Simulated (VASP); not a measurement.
Here is a VASP 6.6.1 calculation.

INCAR

```
PREC = Accurate
ENCUT = 520
EDIFF = 1E-7
ISMEAR = 0
SIGMA = 0.15
LREAL = False
LASPH = True
NELM = 80
ALGO = Normal
ISIF = 2
LWAVE = False
LCHARG = True
GGA = PE
LELF = True
LVHAR = True
NBANDS = 24
```

KPOINTS

```
Automatic mesh
0
Gamma
  14 14 10
```

POSCAR

```
TaN
1.0
    0.0000000000     -2.2081122572     -2.2081122572
    0.0000000000      2.2081122572     -2.2081122572
    4.4162245144      0.0000000000      0.0000000000
Ta N
2 2
Direct
    0.5485495360      0.4514504640     -0.0136772867
   -0.0485495360      0.0485495360      0.5136772867
    0.4458813746      0.5541186254      0.4690912453
    0.0541186254     -0.0541186254      0.0309087547
```

Potentials or basis: VASP PAW PBE potentials, release 64 (Ta_pv, N).

Command:

```bash
$ cat potpaw_PBE.64/Ta_pv/POTCAR potpaw_PBE.64/N/POTCAR > POTCAR
$ mpirun -np 1 vasp_std > vasp.out
```

Q: What does it give for the pressure?

A: 2.5 GPa.

Q: Predict the band gap on the k mesh.

A: Zero (bands 16 and 17 overlap by 2.58 eV).

Q: Estimate the largest force.

A: 1.299 eV/Å.

Forces in eV/Å, atoms in the order of the input:
```
Ta  -0.792  1.016  0.000
Ta   0.792 -1.016  0.000
N    0.747 -1.064  0.000
N   -0.747  1.064  0.000
```

Caveat: the cell differs from its parent crystal (atoms displaced along a vibrational mode); spin-orbit coupling is left out, which moves the levels of the heavy elements; forces of over 1 eV/Å act on the atoms, so gaps and moduli don't describe the material at rest.
